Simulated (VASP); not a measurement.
# CrGa3 (Fm-3m) in VASP: notebook

CrGa3 is run at these levels: PBE; tasks: single point.

All numbers are computed with VASP 6.6.1; they aren't measurements. Logs are shortened: lines on timing, memory, paths and dates and some standing lists are left out, and cuts for length are marked.

**1. The cell of the first run**

It takes space group Fm-3m (No. 225, cubic). The conventional cell has a = 6.278 Å, b = 6.278 Å, c = 6.278 Å, α = 90.00°, β = 90.00°, γ = 90.00°. Within 3.6 Å of Ga (site symmetry -43m) lie 10 Ga at 2.72 to 3.14 Å and 4 Cr at 2.72 Å. Ga (site symmetry m-3m) has 8 Ga at 2.72 Å and 6 Cr at 3.14 Å within 3.6 Å. Cr (site symmetry m-3m) has 14 Ga at 2.72 to 3.14 Å within 3.6 Å.

**2. Single point, PBE**

File INCAR:

```
ALGO = Fast ; EDIFF = 1E-6
ENCUT = 520 ; GGA = PE
ISIF = 2 ; ISMEAR = 0
LASPH = True ; LCHARG = True
LELF = True ; LREAL = False
LVHAR = True ; LWAVE = False
NBANDS = 34 ; NELM = 80
PREC = Accurate ; SIGMA = 0.1
```

File KPOINTS:

```
k-points
0
Gamma
  12 12 12
```

File POSCAR:

```
CrGa3
1.0
    0.0000000000      3.1391007389      3.1391007389
    3.1391007389      0.0000000000      3.1391007389
    3.1391007389      3.1391007389      0.0000000000
Ga Cr
3 1
Direct
    0.2500000000      0.2500000000      0.2500000000
    0.7500000000      0.7500000000      0.7500000000
    0.5000000000      0.5000000000      0.5000000000
    0.0000000000      0.0000000000      0.0000000000
```

Potentials or basis: VASP PAW PBE potentials, release 64 (Ga_d, Cr_pv).

Launch:

```bash
cat potpaw_PBE.64/Ga_d/POTCAR potpaw_PBE.64/Cr_pv/POTCAR > POTCAR
mpirun -np 1 vasp_std > vasp.out
```

OUTCAR:

```text
EDIFF = 1E-6
   ENCUT = 520
   GGA = PE
   ISIF = 2
   ISMEAR = 0
   LASPH = True
   LREAL = False
   NELM = 80
   PREC = Accurate

 ion  position               nearest neighbor table
   1  0.250  0.250  0.250-   4 2.72   4 2.72   4 2.72   3 2.72   4 2.72   3 2.72   3 2.72   3 2.72

   2  0.750  0.750  0.750-   3 2.72   3 2.72   3 2.72   3 2.72   4 2.72   4 2.72   4 2.72   4 2.72

   3  0.500  0.500  0.500-   1 2.72   1 2.72   1 2.72   1 2.72   2 2.72   2 2.72   2 2.72   2 2.72

   4  0.000  0.000  0.000-   2 2.72   2 2.72   2 2.72   1 2.72   2 2.72   1 2.72   1 2.72   1 2.72

  LATTYP: Found a face centered cubic cell.
 ALAT       =     6.2782014778

  Lattice vectors:

 A1 = (   0.0000000000,   3.1391007389,   3.1391007389)
 A2 = (   3.1391007389,   0.0000000000,   3.1391007389)
 A3 = (   3.1391007389,   3.1391007389,   0.0000000000)

Analysis of symmetry for initial positions (statically):
=====================================================================
 Subroutine PRICEL returns:
 Original cell was already a primitive cell.

 Routine SETGRP: Setting up the symmetry group for a
 face centered cubic supercell.

 Subroutine GETGRP returns: Found 48 space group operations
 (whereof 48 operations were pure point group operations)
 out of a pool of 48 trial point group operations.

The static configuration has the point symmetry O_h .

Analysis of symmetry for dynamics (positions and initial velocities):
=====================================================================
 Subroutine PRICEL returns:
 Original cell was already a primitive cell.

 Routine SETGRP: Setting up the symmetry group for a
 face centered cubic supercell.

 Subroutine GETGRP returns: Found 48 space group operations
 (whereof 48 operations were pure point group operations)
 out of a pool of 48 trial point group operations.

The dynamic configuration has the point symmetry O_h .

 Subroutine INISYM returns: Found 48 space group operations
 (whereof 48 operations are pure point group operations),
 and found     1 'primitive' translations

----------------------------------------------------------------------------------------

                                     Primitive cell

  volume of cell :      61.8651

  direct lattice vectors                    reciprocal lattice vectors
     0.000000000  3.139100739  3.139100739    -0.159281285  0.159281285  0.159281285
[... 84 lines left out ...]
   ISPIN  =      1    spin polarized calculation?
   LNONCOLLINEAR =      F non collinear calculations
   LSORBIT =      F    spin-orbit coupling
   LASPH  =      T    aspherical Exc in radial PAW
   ENCUT  =  520.0 eV  38.22 Ry    6.18 a.u.   8.25  8.25  8.25*2*pi/ulx,y,z
   NELM   =     80;   NELMIN=  2; NELMDL= -5     # of ELM steps
   EDIFF  = 0.1E-05   stopping-criterion for ELM
   LREAL  =      F    real-space projection
   EDIFFG = 0.1E-04   stopping-criterion for IOM
   NSW    =      0    number of steps for IOM
   IBRION =     -1    ionic relax: 0-MD 1-quasi-New 2-CG
   NFREE  =      0    steps in history (QN), initial steepest desc. (CG)
   ISIF   =      2    stress and relaxation
   ISYM   =      2    0-nonsym 1-usesym 2-fastsym
   POTIM  = 0.5000    time-step for ionic-motion
   TEBEG  =    0.0;   TEEND  =   0.0 temperature during run
   PSTRESS=    0.0 pullay stress
   NELECT =      51.0000    total number of electrons
   NUPDOWN=      -1.0000    fix difference up-down
   EMIN   =  10.00;   EMAX   =-10.00  energy-range for DOS
   EFERMI =   0.00;   METHOD = LEGACY
   ISMEAR =     0;   SIGMA  =   0.10  broadening in eV -4-tet -1-fermi 0-gaus
   EFERMI_NEDOS =   21; number of points for ismear=-14 and -15
   IALGO  =     68    algorithm
   IMIX   =      4    mixing-type and parameters
     AMIX     =   0.40;   BMIX     =  1.00
     AMIX_MAG =   1.60;   BMIX_MAG =  1.00
  volume/ion in A,a.u.               =      15.47       104.37
  Fermi-wavevector in a.u.,A,eV,Ry     =   1.535028  2.900782 32.059557  2.356311
  Thomas-Fermi vector in A             =   2.641874
   LORBIT       =      0    0 simple, 1 ext, 2 COOP (PROOUT), +10 PAW based schemes
   GGA     = PE    functional components
   LHFCALC =     F    Hartree Fock is set to
   AEXX    =    0.0000 exact exchange contribution
   IVDW    =     0    specifies the selected vdW correction
   LEPSILON=     F    determine dielectric tensor
   LRPA    =     F    only Hartree local field effects (RPA)
 non-spin polarized calculation
 RMM-DIIS sequential band-by-band and
 Gauss-broadening in eV      SIGMA  =   0.10
  energy-cutoff  :      520.00
  volume of cell :       61.87
 maximum number of plane-waves:      1700
 NGX is ok and might be reduce to    36
   NGX = 17   NGY = 17   NGZ = 17

 number of electron      50.9999996 magnetization

 Free energy of the ion-electron system (eV)
  ---------------------------------------------------
  ext. energy  EPLUGINS =         0.00000000
  ---------------------------------------------------
  free energy    TOTEN  =       -16.28461797 eV

  energy without entropy =      -16.25601578  energy(sigma->0) =      -16.27031687

 E-fermi :   7.5690     XC(G=0): -12.0363

 val. band max:        7.5658776464   @ k =   0.3333   0.0833   0.0000
 cond. band min:       7.5691327159   @ k =  -0.2500   0.1667   0.0000
 fundamental gap:      0.0032550694
 Fermi energy:         7.5690075644

 k-point     1 :       0.0000    0.0000    0.0000
  band No.  band energies     occupation
      1     -35.0502      2.00000
      2     -35.0502      2.00000
      3     -35.0502      2.00000
      4      -7.7000      2.00000
      5      -7.7000      2.00000
      6      -7.6799      2.00000
[... 877 lines left out ...]
     33      13.6549      0.00000
     34      14.2208      0.00000

 [... further k-points ...]
[... 5 lines left out ...]
  --------------------------------------------------------------------------------------
  -------------------------------------------------------------------------------------
  Total        0.2380944      0.2380944      0.2380944     -0.0000000      0.0000000     -0.0000000
  in kB        6.1661486      6.1661486      6.1661486     -0.0000000      0.0000000     -0.0000000
  external PRESSURE =       6.1661486 kB  Pullay stress =       0.0000000 kB

 VOLUME and BASIS-vectors are now :
 -----------------------------------------------------------------------------
  energy-cutoff  :      520.00
  volume of cell :       61.87
      direct lattice vectors                 reciprocal lattice vectors
     0.000000000  3.139100739  3.139100739    -0.159281285  0.159281285  0.159281285
     3.139100739  0.000000000  3.139100739     0.159281285 -0.159281285  0.159281285
     3.139100739  3.139100739  0.000000000     0.159281285  0.159281285 -0.159281285

 POSITION                                       TOTAL-FORCE (eV/Angst)
 -----------------------------------------------------------------------------------
      1.56955      1.56955      1.56955        -0.000000     -0.000000      0.000000
      4.70865      4.70865      4.70865         0.000000      0.000000     -0.000000
      3.13910      3.13910      3.13910        -0.000000      0.000000      0.000000
      0.00000      0.00000      0.00000        -0.000000     -0.000000      0.000000
 -----------------------------------------------------------------------------------
    total drift:                                0.000000      0.000000      0.000000

  FREE ENERGIE OF THE ION-ELECTRON SYSTEM (eV)
  ---------------------------------------------------
  free  energy   TOTEN  =       -16.2846179671 eV

  energy  without entropy=      -16.2560157752  energy(sigma->0) =      -16.27031687
```

stdout:

```text
POSCAR found type information on POSCAR GaCr
 POSCAR found :  2 types and       4 ions
 scaLAPACK will be used
 LDA part: xc-table for (Slater+PW92), standard interpolation
 POSCAR, INCAR and KPOINTS ok, starting setup
 FFT: planning ... GRIDC
 FFT: planning ... GRID_SOFT
 FFT: planning ... GRID
 WAVECAR not read
 entering main loop
```

Run time: 3.5 min. Hardware: 1 thread of Oxide Virtual Turin-like, shared host; peak memory 0.26 GiB.

Results:

* Free energy: -16.2846 eV
* Pressure: 0.6 GPa
* Band gap on the k mesh: zero (an odd number of electrons rules out a gap without spin polarisation)

Levels at points of the mesh, in eV from the Fermi level:
```
           k point  band 23  band 24  band 25  band 26  band 27  band 28
(0.00, 0.00, 0.00)    -1.43    -0.31    -0.31     0.62     0.62     0.62
(0.50, 0.00, 0.00)    -1.90    -0.82    -0.24    -0.24     0.28     0.28
(0.50, 0.50, 0.00)    -3.71    -1.32    -0.26    -0.26    -0.04     0.93
```

Caveat: the run has no spin polarisation, though such a crystal can be magnetic.

**3. Single point, PBE**

This run uses another cell than the first one, of 17.28 Å³/atom.

File INCAR:

```
SYSTEM = CrGa3
ALGO = Fast ; EDIFF = 1E-6
ENCUT = 520 ; GGA = PE
ISIF = 2 ; ISMEAR = 0
LASPH = .TRUE. ; LCHARG = .FALSE.
LREAL = .FALSE. ; LWAVE = .FALSE.
NBANDS = 34 ; NELM = 100
PREC = Accurate ; SIGMA = 0.1
```

File KPOINTS:

```
k-points
0
G
  12 12 12
  0 0 0
```

File POSCAR:

```
CrGa3
1.0
    0.0000000000      3.2570989417      3.2570989417
    3.2570989417      0.0000000000      3.2570989417
    3.2570989417      3.2570989417      0.0000000000
Ga Cr
3 1
Direct
    0.2500000000      0.2500000000      0.2500000000
    0.7500000000      0.7500000000      0.7500000000
    0.5000000000      0.5000000000      0.5000000000
    0.0000000000      0.0000000000      0.0000000000
```

Potentials or basis: VASP PAW PBE potentials, release 64 (Ga_d, Cr_pv).

Launch:

```bash
cat potpaw_PBE.64/Ga_d/POTCAR potpaw_PBE.64/Cr_pv/POTCAR > POTCAR
mpirun -np 1 vasp_std > vasp.out
```

It took 4 min on 1 thread of Oxide Virtual Turin-like, shared host; peak memory 0.27 GiB.

The run converged. Its results:

| Property | Result |
| --- | --- |
| Free energy | -16.1029 eV |
| Pressure | -7.5 GPa |
| Band gap on the k mesh | zero (an odd number of electrons rules out a gap without spin polarisation) |

Levels at points of the mesh, in eV from the Fermi level:
| k point | band 23 | band 24 | band 25 | band 26 | band 27 | band 28 | band 29 | band 30 |
| --- | --- | --- | --- | --- | --- | --- | --- | --- |
| (0.00, 0.00, 0.00) | -1.81 | -0.24 | -0.24 | 0.17 | 0.73 | 0.73 | 0.73 | 3.06 |
| (0.50, 0.00, 0.00) | -2.14 | -0.77 | -0.19 | -0.19 | 0.38 | 0.38 | 2.02 | 2.02 |
| (0.50, 0.50, 0.00) | -3.24 | -1.31 | -0.22 | -0.22 | -0.01 | 0.72 | 1.44 | 6.68 |

Caveat: the cell stands under tension; the run has no spin polarisation, though such a crystal can be magnetic. Spin polarisation is off, so any magnetic state and its effect on volume and gap are missing.

**4. Single point, PBE, collinear spin, ferromagnetic start**

This run uses another cell than the first one, of 14.25 Å³/atom.

File INCAR:

```
SYSTEM = CrGa3
PREC = Accurate
ENCUT = 520
EDIFF = 1E-7
ISMEAR = 0
SIGMA = 0.1
LREAL = .False.
LASPH = .True.
NELM = 150
ALGO = Normal
ISIF = 2
LWAVE = .False.
LCHARG = .False.
ISPIN = 2
MAGMOM = 0 0 0 3
LORBIT = 11
LMAXMIX = 4
GGA = PE
NBANDS = 38
```

File KPOINTS:

```
regular mesh
0
Gamma
  6 6 6
  0 0 0
```

File POSCAR:

```
CrGa3
1.0
    0.0000000000      3.0546592623      3.0546592623
    3.0546592623      0.0000000000      3.0546592623
    3.0546592623      3.0546592623      0.0000000000
Ga Cr
3 1
Direct
    0.2500000000      0.2500000000      0.2500000000
    0.7500000000      0.7500000000      0.7500000000
    0.5000000000      0.5000000000      0.5000000000
    0.0000000000      0.0000000000      0.0000000000
```

Launch:

```bash
cat potpaw_PBE.64/Ga_d/POTCAR potpaw_PBE.64/Cr_pv/POTCAR > POTCAR
mpirun -np 1 vasp_std > vasp.out
```

It took 51 s on 1 thread of Oxide Virtual Turin-like, shared host; peak memory 0.19 GiB.

Results (log left out):

```yaml
Free_energy: -16.7732 eV
Pressure: 17.1 GPa
Net_moment: 3.59 μB per cell
Site_moments: Ga +0.02, +0.04 (each value once); Cr +3.17 μB
Valence_electrons_inside_the_program's_atomic_spheres: Ga 11.77, 11.72 (each value once); Cr 10.78
```

Levels at points of the mesh, in eV from the Fermi level:
Spin up:
```
           k point  band 25  band 26  band 27  band 28  band 29  band 30
(0.00, 0.00, 0.00)    -1.36     0.29     0.29     0.29     1.03     2.78
(0.50, 0.00, 0.00)    -1.69    -1.69    -0.22    -0.22     1.42     1.42
(0.50, 0.50, 0.00)    -1.66    -1.66    -1.61    -0.22     0.83     6.13
```
Spin down:
| k point | band 22 | band 23 | band 24 | band 25 | band 26 | band 27 |
| --- | --- | --- | --- | --- | --- | --- |
| (0.00, 0.00, 0.00) | -2.24 | -1.35 | 0.40 | 0.40 | 0.40 | 0.76 |
| (0.50, 0.00, 0.00) | -2.83 | -1.89 | -0.23 | 0.15 | 0.15 | 0.80 |
| (0.50, 0.50, 0.00) | -4.21 | -4.21 | -1.05 | 0.75 | 0.75 | 1.21 |

Caveat: the cell stands under pressure; an empty level that is flat over the whole mesh can mark a ghost state of the potentials, or a narrow d or f band.

**5. Summary**

| spin | cell | k mesh | gap on the mesh (eV) | pressure (GPa) |
| --- | --- | --- | --- | --- |
| off | a = 4.439 Å, angles 60.0°, 4 atoms | 12 × 12 × 12 | none | 0.6 |
| off | a = 4.606 Å, angles 60.0°, 4 atoms | 12 × 12 × 12 | none | -7.5 |
| collinear, ferromagnetic start | a = 4.320 Å, angles 60.0°, 4 atoms | 6 × 6 × 6 | none | 17.1 |

Alike in all rows: task single point; level PBE; potentials or basis VASP PAW PBE potentials, release 64 (Ga_d, Cr_pv); cutoff (eV) 520; smearing gaussian 0.1 eV.

Caveats: the cell stands under tension (at least some runs); the cell stands under pressure (at least some runs); an empty level that is flat over the whole mesh can mark a ghost state of the potentials, or a narrow d or f band (at least some runs).

Absolute energies hang on the potentials; compare differences alone.

The gap in the log of VASP goes by the Fermi energy; the results here count the filled bands.